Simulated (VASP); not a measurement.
## Al: single point with r2SCAN

The system is Al.

```
Al
1.0
     0.00000    2.00738    2.00738
     2.00738    0.00000    2.00738
     2.00738    2.00738    0.00000
Al
1
Direct
  0.00000 0.00000 0.00000
```

```yaml
Program: VASP 6.6.1
Task: single point
Functional: r2SCAN
Potentials_or_basis: VASP PAW PBE potentials, release 64 (Al)
Cutoff: 520 eV
k_mesh: 11 × 11 × 11
Occupations: fermi-dirac, width 0.05 eV
Spin: no spin polarisation
```

```yaml
Pressure: -1.6 GPa
```

Levels at points of the mesh, in eV from the Fermi level:
| k point | band 1 | band 2 | band 3 | band 4 | band 5 |
| --- | --- | --- | --- | --- | --- |
| (0.00, 0.00, 0.00) | -11.98 | 13.44 | 13.44 | 13.44 | 15.50 |

Wall time 12 s on 1 thread of Intel Xeon 6975P-C, on a shared host, peak memory 0.14 GiB.

Caveat: the PAW data sets were made with another functional, which shifts forces and pressure a little.
